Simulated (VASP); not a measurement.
# As in VASP: notebook

Runs on As. Level: LDA. Tasks: single point.

Everything below comes from runs of VASP 6.6.1. Logs are shortened: lines on timing, memory, paths and dates and some standing lists are left out, and cuts for length are marked.

### Step 1. The cell of the first run

The structure is cubic, space group Pm-3m (No. 221). The conventional cell has a = 2.704 Å, b = 2.704 Å, c = 2.704 Å, α = 90.00°, β = 90.00°, γ = 90.00°. As (site symmetry m-3m) has 6 As at 2.70 Å within 3.6 Å.

### Step 2. Single point, LDA

Input file INCAR:

```
SYSTEM = As
PREC = Accurate
ENCUT = 520
EDIFF = 1E-6
ISMEAR = -1
SIGMA = 0.1
LREAL = .FALSE.
LASPH = .TRUE.
NELM = 100
ALGO = Normal
ISIF = 2
LWAVE = .FALSE.
LCHARG = .FALSE.
GGA = CA
NBANDS = 8
```

Input file KPOINTS:

```
Automatic mesh
0
G
  13 13 13
  0 0 0
```

Input file POSCAR:

```
As
1.0
    2.7036800000      0.0000000000      0.0000000000
    0.0000000000      2.7036800000      0.0000000000
    0.0000000000      0.0000000000      2.7036800000
As
1
Direct
    0.5000000000      0.5000000000      0.5000000000
```

Potentials or basis: VASP PAW LDA potentials, release 64 (As).

Started as:

```
> cat potpaw_LDA.64/As/POTCAR > POTCAR
> mpirun -np 1 vasp_std > vasp.out
```

OUTCAR:

```text
SYSTEM = As
   PREC = Accurate
   ENCUT = 520
   EDIFF = 1E-6
   ISMEAR = -1
   LREAL = .FALSE.
   LASPH = .TRUE.
   NELM = 100
   ISIF = 2
   GGA = CA

 ion  position               nearest neighbor table
   1  0.500  0.500  0.500-

  LATTYP: Found a simple cubic cell.
 ALAT       =     2.7036800000

  Lattice vectors:

 A1 = (   2.7036800000,   0.0000000000,   0.0000000000)
 A2 = (   0.0000000000,   2.7036800000,   0.0000000000)
 A3 = (   0.0000000000,   0.0000000000,   2.7036800000)

Analysis of symmetry for initial positions (statically):
=====================================================================
 Subroutine PRICEL returns:
 Original cell was already a primitive cell.

 Routine SETGRP: Setting up the symmetry group for a
 simple cubic supercell.

 Subroutine GETGRP returns: Found 48 space group operations
 (whereof 48 operations were pure point group operations)
 out of a pool of 48 trial point group operations.

The static configuration has the point symmetry O_h .

Analysis of symmetry for dynamics (positions and initial velocities):
=====================================================================
 Subroutine PRICEL returns:
 Original cell was already a primitive cell.

 Routine SETGRP: Setting up the symmetry group for a
 simple cubic supercell.

 Subroutine GETGRP returns: Found 48 space group operations
 (whereof 48 operations were pure point group operations)
 out of a pool of 48 trial point group operations.

The dynamic configuration has the point symmetry O_h .

 Subroutine INISYM returns: Found 48 space group operations
 (whereof 48 operations are pure point group operations),
 and found     1 'primitive' translations

----------------------------------------------------------------------------------------

                                     Primitive cell

  volume of cell :      19.7636

  direct lattice vectors                    reciprocal lattice vectors
     2.703680000  0.000000000  0.000000000     0.369866256  0.000000000  0.000000000
     0.000000000  2.703680000  0.000000000     0.000000000  0.369866256  0.000000000
     0.000000000  0.000000000  2.703680000     0.000000000  0.000000000  0.369866256

  length of vectors
     2.703680000  2.703680000  2.703680000     0.369866256  0.369866256  0.369866256

  position of ions in fractional coordinates (direct lattice)
     0.500000000  0.500000000  0.500000000

  ion indices of the primitive-cell ions
   primitive index   ion index
                 1           1

----------------------------------------------------------------------------------------

 KPOINTS: Automatic mesh

Automatic generation of k-mesh.
 Grid dimensions read from file:
 generate k-points for:   13   13   13

 Generating k-lattice:

  Cartesian coordinates                     Fractional coordinates (reciprocal lattice)
     0.028451250  0.000000000  0.000000000     0.076923077  0.000000000  0.000000000
     0.000000000  0.028451250  0.000000000     0.000000000  0.076923077  0.000000000
     0.000000000  0.000000000  0.028451250     0.000000000  0.000000000  0.076923077

  Length of vectors
     0.028451250  0.028451250  0.028451250

  Shift w.r.t. Gamma in fractional coordinates (k-lattice)
     0.000000000  0.000000000  0.000000000

 Subroutine IBZKPT returns following result:
 ===========================================

 Found     84 irreducible k-points:

 Following reciprocal coordinates:
            Coordinates               Weight
  0.000000  0.000000  0.000000      1.000000
  0.076923  0.000000  0.000000      6.000000
  0.153846  0.000000  0.000000      6.000000
  0.230769  0.000000  0.000000      6.000000
  0.307692  0.000000  0.000000      6.000000
  0.384615  0.000000  0.000000      6.000000
[... 16 lines left out ...]
  0.307692  0.307692  0.000000     12.000000
  0.384615  0.307692  0.000000     24.000000
 [... further k-points ...]
   k-points           NKPTS =     84   k-points in BZ     NKDIM =     84   number of bands    NBANDS=      8
   number of dos      NEDOS =    301   number of ions     NIONS =      1
   total plane-waves  NPLWV =   8000
   dimension x,y,z NGX =    20 NGY =   20 NGZ =   20
   dimension x,y,z NGXF=    40 NGYF=   40 NGZF=   40
   ions per type =               1
   NGX,Y,Z   is equivalent  to a cutoff of  12.30, 12.30, 12.30 a.u.
   NGXF,Y,Z  is equivalent  to a cutoff of  24.60, 24.60, 24.60 a.u.
 SYSTEM =  As
   PREC   = accura    normal or accurate (medium, high low for compatibility)
   ISTART =      0    job   : 0-new  1-cont  2-samecut
   ICHARG =      2    charge: 1-file 2-atom 10-const
   ISPIN  =      1    spin polarized calculation?
   LNONCOLLINEAR =      F non collinear calculations
   LSORBIT =      F    spin-orbit coupling
   LASPH  =      T    aspherical Exc in radial PAW
   ENCUT  =  520.0 eV  38.22 Ry    6.18 a.u.   5.03  5.03  5.03*2*pi/ulx,y,z
   NELM   =    100;   NELMIN=  2; NELMDL= -5     # of ELM steps
   EDIFF  = 0.1E-05   stopping-criterion for ELM
   LREAL  =      F    real-space projection
   EDIFFG = 0.1E-04   stopping-criterion for IOM
   NSW    =      0    number of steps for IOM
   IBRION =     -1    ionic relax: 0-MD 1-quasi-New 2-CG
   NFREE  =      0    steps in history (QN), initial steepest desc. (CG)
   ISIF   =      2    stress and relaxation
   ISYM   =      2    0-nonsym 1-usesym 2-fastsym
   POTIM  = 0.5000    time-step for ionic-motion
   TEBEG  =    0.0;   TEEND  =   0.0 temperature during run
   PSTRESS=    0.0 pullay stress
   NELECT =       5.0000    total number of electrons
   NUPDOWN=      -1.0000    fix difference up-down
   EMIN   =  10.00;   EMAX   =-10.00  energy-range for DOS
   EFERMI =   0.00;   METHOD = LEGACY
   ISMEAR =    -1;   SIGMA  =   0.10  broadening in eV -4-tet -1-fermi 0-gaus
   EFERMI_NEDOS =   21; number of points for ismear=-14 and -15
   IALGO  =     38    algorithm
   IMIX   =      4    mixing-type and parameters
     AMIX     =   0.40;   BMIX     =  1.00
     AMIX_MAG =   1.60;   BMIX_MAG =  1.00
  volume/ion in A,a.u.               =      19.76       133.37
  Fermi-wavevector in a.u.,A,eV,Ry     =   1.035403  1.956629 14.586262  1.072060
  Thomas-Fermi vector in A             =   2.169745
   LORBIT       =      0    0 simple, 1 ext, 2 COOP (PROOUT), +10 PAW based schemes
   GGA     = CA    functional components
   LHFCALC =     F    Hartree Fock is set to
   AEXX    =    0.0000 exact exchange contribution
   IVDW    =     0    specifies the selected vdW correction
   LEPSILON=     F    determine dielectric tensor
   LRPA    =     F    only Hartree local field effects (RPA)
 non-spin polarized calculation
  energy-cutoff  :      520.00
  volume of cell :       19.76
 maximum number of plane-waves:       543
   NGX = 11   NGY = 11   NGZ = 11

 number of electron       5.0000001 magnetization

 Free energy of the ion-electron system (eV)
  ---------------------------------------------------
  ext. energy  EPLUGINS =         0.00000000
  ---------------------------------------------------
  free energy    TOTEN  =        -5.33620832 eV

  energy without entropy =       -5.32717077  energy(sigma->0) =       -5.33168954

 E-fermi :   6.0198     XC(G=0): -10.5908

 val. band max:        5.9830047960   @ k =   0.3077   0.2308   0.1538
 cond. band min:       6.1034280729   @ k =   0.3077   0.2308   0.2308
 fundamental gap:      0.1204232768
 Fermi energy:         6.0197818493

 k-point     1 :       0.0000    0.0000    0.0000
  band No.  band energies     occupation
      1      -9.0443      2.00000
      2      10.0420      0.00000
      3      10.0420      0.00000
      4      10.0420      0.00000
      5      14.5245      0.00000
      6      14.5245      0.00000
      7      16.3563      0.00000
      8      30.8429      0.00000

 k-point     2 :       0.0769    0.0000    0.0000
  band No.  band energies     occupation
      1      -8.9355      2.00000
      2       8.6932      0.00000
      3      10.1375      0.00000
      4      10.1375      0.00000
      5      14.6222      0.00000
      6      15.4189      0.00000
      7      17.0977      0.00000
      8      29.1846      0.00000

 k-point     3 :       0.1538    0.0000    0.0000
  band No.  band energies     occupation
      1      -8.6124      2.00000
      2       6.3713      0.05776
      3      10.4162      0.00000
      4      10.4162      0.00000
      5      14.9115      0.00000
      6      16.0930      0.00000
      7      19.5698      0.00000
      8      26.8999      0.00000

 k-point     4 :       0.2308    0.0000    0.0000
  band No.  band energies     occupation
      1      -8.0876      2.00000
      2       4.0608      2.00000
      3      10.8509      0.00000
      4      10.8509      0.00000
      5      15.3780      0.00000
      6      16.6992      0.00000
      7      22.3826      0.00000
      8      24.7879      0.00000

 k-point     5 :       0.3077    0.0000    0.0000
  band No.  band energies     occupation
      1      -7.3939      2.00000
      2       1.9750      2.00000
      3      11.3853      0.00000
      4      11.3853      0.00000
      5      15.9860      0.00000
      6      17.4738      0.00000
      7      22.9777      0.00000
      8      22.9777      0.00000

 k-point     6 :       0.3846    0.0000    0.0000
  band No.  band energies     occupation
      1      -6.6197      2.00000
      2       0.2555      2.00000
      3      11.9127      0.00000
      4      11.9127      0.00000
      5      16.6458      0.00000
      6      18.4436      0.00000
      7      21.5945      0.00000
      8      21.5945      0.00000

 k-point     7 :       0.4615    0.0000    0.0000
  band No.  band energies     occupation
      1      -6.0125      2.00000
      2      -0.8288      2.00000
      3      12.2612      0.00000
      4      12.2612      0.00000
      5      17.1399      0.00000
      6      19.5713      0.00000
      7      20.8167      0.00000
      8      20.8167      0.00000

 k-point     8 :       0.0769    0.0769    0.0000
  band No.  band energies     occupation
      1      -8.8267      2.00000
      2       8.6748      0.00000
      3       8.9162      0.00000
      4      10.2330      0.00000
      5      15.0869      0.00000
      6      16.2959      0.00000
      7      17.4643      0.00000
      8      27.5579      0.00000

 k-point     9 :       0.1538    0.0769    0.0000
  band No.  band energies     occupation
      1      -8.5037      2.00000
      2       6.4670      0.02258
      3       9.0979      0.00000
      4      10.5113      0.00000
      5      15.4546      0.00000
      6      17.1286      0.00000
      7      19.6239      0.00000
      8      25.3188      0.00000

 k-point    10 :       0.2308    0.0769    0.0000
  band No.  band energies     occupation
      1      -7.9789      2.00000
      2       4.1617      2.00000
      3       9.5522      0.00000
      4      10.9456      0.00000
      5      15.9511      0.00000
      6      17.6319      0.00000
      7      21.9543      0.00000
      8      23.7918      0.00000
[... 78 lines left out ...]
 k-point    18 :       0.4615    0.1538    0.0000
  band No.  band energies     occupation
      1      -5.5781      2.00000
      2      -0.4199      2.00000
      3       8.9480      0.00000
      4      12.6221      0.00000
      5      15.4540      0.00000
      6      18.7805      0.00000
      7      21.2051      0.00000
      8      21.7788      0.00000

 k-point    19 :       0.2308    0.2308    0.0000
  band No.  band energies     occupation
      1      -7.1308      2.00000
      2       4.6919      2.00000
      3       5.2318      1.99924
      4      11.6515      0.00000
      5      16.5899      0.00000
      6      17.9985      0.00000
      7      23.4527      0.00000
      8      24.0565      0.00000

 k-point    20 :       0.3077    0.2308    0.0000
  band No.  band energies     occupation
      1      -6.4360      2.00000
      2       2.8545      2.00000
      3       5.6107      1.96709
      4      12.1787      0.00000
      5      15.4638      0.00000
      6      17.9884      0.00000
      7      23.7745      0.00000
      8      24.1178      0.00000

 k-point    21 :       0.3846    0.2308    0.0000
  band No.  band energies     occupation
      1      -5.6591      2.00000
      2       1.1492      2.00000
      3       6.2492      0.18317
      4      12.6969      0.00000
      5      14.0418      0.00000
      6      18.7452      0.00000
      7      22.4332      0.00000
      8      23.4282      0.00000

 k-point    22 :       0.4615    0.2308    0.0000
  band No.  band energies     occupation
      1      -5.0474      2.00000
      2       0.0658      2.00000
      3       6.7115      0.00198
      4      13.0380      0.00000
      5      13.1605      0.00000
      6      19.5034      0.00000
      7      21.6734      0.00000
      8      22.4058      0.00000

 k-point    23 :       0.3077    0.3077    0.0000
  band No.  band energies     occupation
      1      -5.7392      2.00000
      2       3.2388      2.00000
      3       3.7792      2.00000
      4      12.6992      0.00000
      5      13.6098      0.00000
      6      18.6420      0.00000
      7      24.0820      0.00000
      8      24.7393      0.00000

 k-point    24 :       0.3846    0.3077    0.0000
  band No.  band energies     occupation
      1      -4.9577      2.00000
      2       1.7638      2.00000
      3       4.1927      2.00000
      4      12.0826      0.00000
      5      13.2089      0.00000
      6      19.4871      0.00000
      7      23.0194      0.00000
      8      24.2912      0.00000

 [... further k-points ...]
[... 5 lines left out ...]
  --------------------------------------------------------------------------------------
  -------------------------------------------------------------------------------------
  Total       -0.3145483     -0.3145483     -0.3145483      0.0000000      0.0000000     -0.0000000
  in kB      -25.4995258    -25.4995258    -25.4995258      0.0000000      0.0000000     -0.0000000
  external PRESSURE =     -25.4995258 kB  Pullay stress =       0.0000000 kB

 VOLUME and BASIS-vectors are now :
 -----------------------------------------------------------------------------
  energy-cutoff  :      520.00
  volume of cell :       19.76
      direct lattice vectors                 reciprocal lattice vectors
     2.703680000  0.000000000  0.000000000     0.369866256  0.000000000  0.000000000
     0.000000000  2.703680000  0.000000000     0.000000000  0.369866256  0.000000000
     0.000000000  0.000000000  2.703680000     0.000000000  0.000000000  0.369866256

 POSITION                                       TOTAL-FORCE (eV/Angst)
 -----------------------------------------------------------------------------------
      1.35184      1.35184      1.35184         0.000000      0.000000      0.000000
 -----------------------------------------------------------------------------------
    total drift:                                0.000000      0.000000      0.000000

  FREE ENERGIE OF THE ION-ELECTRON SYSTEM (eV)
  ---------------------------------------------------
  free  energy   TOTEN  =        -5.3362083166 eV

  energy  without entropy=       -5.3271707687  energy(sigma->0) =       -5.33168954
```

It took 3.8 s on 1 thread of Intel Xeon 6975P-C (Granite Rapids), shared host; peak memory 0.12 GiB.

What came out:

```yaml
Free_energy: -5.3362 eV
Pressure: -2.5 GPa
```

Levels at points of the mesh, in eV from the Fermi level:
```tsv
k point	band 1	band 2	band 3	band 4	band 5	band 6	band 7
(0.00, 0.00, 0.00)	-15.06	4.02	4.02	4.02	8.50	8.50	10.34
```

### Step 3. Single point, LDA

Input file INCAR:

```
ALGO     = Normal         # electronic algorithm
EDIFF    = 1E-6           # SCF threshold, eV
ENCUT    = 520            # plane-wave cutoff, eV
GGA      = CA             # functional
ISIF     = 2              # what is computed and relaxed
ISMEAR   = -1             # smearing method
LASPH    = T              # aspherical terms in the spheres
LCHARG   = F              # write CHGCAR
LREAL    = F              # projectors in reciprocal space
LWAVE    = F              # write WAVECAR
NBANDS   = 8              # bands
NELM     = 60             # most SCF steps
PREC     = Accurate       # precision mode
SIGMA    = 0.1            # smearing width, eV
```

Input file KPOINTS:

```
k-points
0
Gamma
  13 13 13
```

Input file POSCAR:

```
As
1.0
    2.7036800000     -0.0450613333      0.0000000000
   -0.0450613333      2.7036800000      0.0000000000
    0.0000000000      0.0000000000      2.7036800000
As
1
Direct
    0.5000000000      0.5000000000      0.5000000000
```

Potentials or basis: VASP PAW LDA potentials, release 64 (As).

Started as:

```
> cat potpaw_LDA.64/As/POTCAR > POTCAR
> mpirun -np 1 vasp_std > vasp.out
```

It took 12 s on 1 thread of Intel Xeon 6975P-C (Granite Rapids), shared host; peak memory 0.15 GiB.

The run converged. Its results:

| Property | Result |
| --- | --- |
| Free energy | -5.3342 eV |
| Pressure | -2.5 GPa |

Stress tensor (GPa, compression positive):
```
-2.53  1.03  0.00
 1.03 -2.53  0.00
 0.00  0.00 -2.54
```

Levels at points of the mesh, in eV from the Fermi level:
```tsv
k point	band 1	band 2	band 3	band 4	band 5	band 6	band 7
(0.00, 0.00, 0.00)	-15.06	3.93	4.02	4.13	8.51	8.52	10.35
```

### Step 4. Single point, LDA

Input file INCAR:

```
PREC = Accurate
ENCUT = 520
EDIFF = 1E-6
ISMEAR = -1
SIGMA = 0.1
LREAL = F
LASPH = T
NELM = 80
ALGO = Normal
ISIF = 2
LWAVE = F
LCHARG = T
LELF = T
LVHAR = T
NBANDS = 8
```

Input file KPOINTS:

```
regular mesh
0
Gamma
  13 13 13
```

Input file POSCAR:

```
As
1.0
    2.7036800000     -0.0225306667      0.0000000000
   -0.0225306667      2.7036800000      0.0000000000
    0.0000000000      0.0000000000      2.7036800000
As
1
Direct
    0.5000000000      0.5000000000      0.5000000000
```

Started as:

```
> cat potpaw_LDA.64/As/POTCAR > POTCAR
> mpirun -np 1 vasp_std > vasp.out
```

It took 13 s on 1 thread of Intel Xeon 6975P-C (Granite Rapids), shared host; peak memory 0.15 GiB.

It converged, with:

| Item | Value |
| --- | --- |
| Free energy | -5.3357 eV |
| Pressure | -2.5 GPa |

Stress tensor (GPa, compression positive):
```
-2.55  0.52  0.00
 0.52 -2.55  0.00
 0.00  0.00 -2.55
```

Levels at points of the mesh, in eV from the Fermi level:
```csv
k point,band 1,band 2,band 3,band 4,band 5,band 6,band 7,band 8
"(0.00, 0.00, 0.00)",-15.06,3.97,4.02,4.08,8.51,8.51,10.34,24.80
```

(Continued in part 2 of 2.)
